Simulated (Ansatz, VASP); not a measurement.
One calculation of CdTe2Pb3, two programs

```
Cd Te Pb
1.0
     7.47697    0.00000    0.00000
    -3.73849    6.47525    0.00000
     0.00000    0.00000    4.67055
Cd Te Pb
1 2 3
Cartesian
  0.0000 0.0000 2.3353
  0.0000 4.3168 0.0000
  3.7385 2.1584 0.0000
  3.0829 0.0000 2.3353
  -1.5415 2.6699 2.3353
  2.1970 3.8054 2.3353
```

Alike in both runs: functional PBE; k mesh 3 × 3 × 3; occupations gaussian, width 0.2 eV; no spin polarisation.

Ansatz relaxed the structure, and its values are those at the end. VASP's run is a single point on that final structure, the one shown.

```csv
,VASP,Ansatz
version,VASP 6.6.1,Ansatz 0.2.0
potentials or method,"VASP PAW PBE potentials, release 64 (Cd, Te, Pb_d), cutoff 520 eV","scalar-relativistic, plane waves, PAW"
valence electrons in the cell,66,94
```

```tsv
	VASP	Ansatz	Ansatz less VASP
gap on the k mesh at the Fermi level (eV)	none	none	-
pressure (GPa)	0.3	0.4	+0.03
rms of the force components (eV/Å)	0.010	0.008	-0.0026
```

A gap of «none» marks a metal or a gap that the smearing closes. The functional is the same, so the differences come from potentials, cutoffs and numerics. VASP's potentials hold 66 valence electrons a cell and Ansatz's 94, so a difference there can come from the potentials and not from the codes.

The k mesh is coarse, so the values compare programs but aren't converged. Spin-orbit coupling is off throughout.
